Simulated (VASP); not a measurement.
A run of VASP 6.6.1:

INCAR

```
ALGO = Normal
EDIFF = 1E-6
ENCUT = 500
GGA = PE
GGA_COMPAT = False
ISIF = 2
ISMEAR = 1
LASPH = True
LCHARG = False
LREAL = False
LWAVE = False
NBANDS = 11
NELM = 120
PREC = Accurate
SIGMA = 0.01
```

File KPOINTS:

```
k-points
0
Gamma
  6 6 6
```

The input POSCAR:

```
AlAs
1.0
    0.0000000000      2.8537927964      2.8537927964
    2.8537927964      0.0000000000      2.8537927964
    2.8537927964      2.8537927964      0.0000000000
Al As
1 1
Direct
    0.0000000000      0.0000000000      0.0000000000
    0.2500000000      0.2500000000      0.2500000000
```

Potentials or basis: VASP PAW PBE potentials, release 64 (Al, As).

Run with:

```sh
$ cat potpaw_PBE.64/Al/POTCAR potpaw_PBE.64/As/POTCAR > POTCAR
$ mpirun -np 1 vasp_std > vasp.out
```

Hardware: 1 thread of Intel(R) Xeon(R) 6975P-C (Granite Rapids) (shared host).

Problem. How long does it take, and how much memory?

Solution. Wall time 4.5 s on 1 thread of Intel(R) Xeon(R) 6975P-C (Granite Rapids), on a shared host, peak memory 0.16 GiB. Counts: scf iterations 12, k points 16.
